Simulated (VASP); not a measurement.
**C: relaxation of cell and atoms with PBE**

Crystal: C.

```
C
1.0
     0.00000    2.11731    2.11731
     2.11731    0.00000    2.11731
     2.11731    2.11731    0.00000
C
3
Direct
  0.50000 0.50000 0.50000
  0.75000 0.75000 0.75000
  0.25000 0.25000 0.25000
```

| Property | Result |
| --- | --- |
| Program | VASP 6.6.1 |
| Task | relaxation of cell and atoms |
| Functional | PBE |
| Potentials or basis | VASP PAW PBE potentials, release 64 (C) |
| Cutoff | 600 eV |
| k mesh | 8 × 8 × 8 |
| Occupations | gaussian, width 0.1 eV |
| Spin | no spin polarisation |
| Dipole correction | no |
| Further INCAR settings | ALGO = Normal; EDIFF = 1e-06; IBRION = 2; EDIFFG = -0.04; NSW = 90; ISIF = 3 |

```json
{
  "Relaxed volume": "6.78 Å³/atom",
  "Relaxed cell": "a = 3.064 Å, b = 3.064 Å, c = 3.064 Å, α = 60.00°, β = 60.00°, γ = 60.00°",
  "Space group after relaxing (to 0.05 Å)": "Fm-3m (No. 225)",
  "Energy gained by relaxing": "21.2 meV/atom",
  "Ionic steps": "3",
  "Pressure after relaxing": "-0.1 GPa",
  "Band gap on the k mesh": "zero (band 6 reaches 10.47 eV, above the bottom of band 7 at 6.02 eV)"
}
```

Step by step:
| step | energy change (eV) | largest force (eV/Å) | pressure (GPa) | volume (Å³) |
| --- | --- | --- | --- | --- |
| 1 | 0.0000 | 0.0000 | 15.78 | 18.98 |
| 2 | -0.0587 | 0.0000 | -3.71 | 20.75 |
| 3 | -0.0635 | 0.0000 | -0.06 | 20.34 |

Final structure:
```
CELL_PARAMETERS angstrom
0.00000 2.16671 2.16671
2.16671 0.00000 2.16671
2.16671 2.16671 0.00000
ATOMIC_POSITIONS crystal
C 0.50000 0.50000 0.50000
C 0.75000 0.75000 0.75000
C 0.25000 0.25000 0.25000
```

Levels at points of the mesh, in eV from the Fermi level:
| k point | band 4 | band 5 | band 6 | band 7 | band 8 | band 9 |
| --- | --- | --- | --- | --- | --- | --- |
| (0.00, 0.00, 0.00) | -3.32 | -3.11 | -3.11 | -3.11 | -2.84 | 0.80 |
| (0.50, 0.00, 0.00) | -5.88 | -4.04 | -1.72 | -1.72 | 0.87 | 6.20 |
| (0.50, 0.50, 0.00) | -9.01 | -8.12 | -1.56 | 4.58 | 4.58 | 6.23 |

It took 19 s on 1 thread of Intel Xeon 8259CL (shared host), peak memory 0.13 GiB.
